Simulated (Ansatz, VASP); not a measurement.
## Two plane-wave programs on Ga2O3

```xyz
10
Lattice="2.4923 1.4389 4.4806 -2.4923 1.4389 4.4806 0.0000 -2.8778 4.4806" Properties=species:S:1:pos:R:3 pbc="T T T"
Ga    0.0000    0.0000   11.4986
Ga    0.0000    0.0000    4.7776
Ga    0.0000    0.0000    1.9434
Ga    0.0000    0.0000    8.6643
O     0.9788   -1.4389    5.6008
O    -1.7355   -0.1282    5.6008
O    -0.9788    1.4389    7.8411
O    -0.7567   -1.5671    7.8411
O     1.7355    0.1282    7.8411
O     0.7567    1.5671    5.6008
```

Alike in both runs: task single point; functional PBE; k mesh 6 × 6 × 6; occupations fermi-dirac, width 0.02 eV; no spin polarisation.

|  | VASP | Ansatz |
| --- | --- | --- |
| version | VASP 6.6.1 | Ansatz 0.2.0 |
| potentials or method | VASP PAW PBE potentials, release 64 (Ga_d, O) | plane waves, PAW |
| plane-wave cutoff (eV) | 520 | 420 |
| valence electrons in the cell | 88 | 88 |

|  | VASP | Ansatz | Ansatz less VASP |
| --- | --- | --- | --- |
| gap on the k mesh at the Fermi level (eV) | 2.85 | 2.85 | +0.007 |
| pressure (GPa) | 10.5 | 9.4 | -1.06 |
| traceless stress, the component that is largest in VASP (GPa) | -0.85 | -0.78 | +0.077 |
| rms of the force components (eV/Å) | 0.027 | 0.021 | -0.0055 |

Atom by atom the forces differ by 0.007 eV/Å (rms over components).
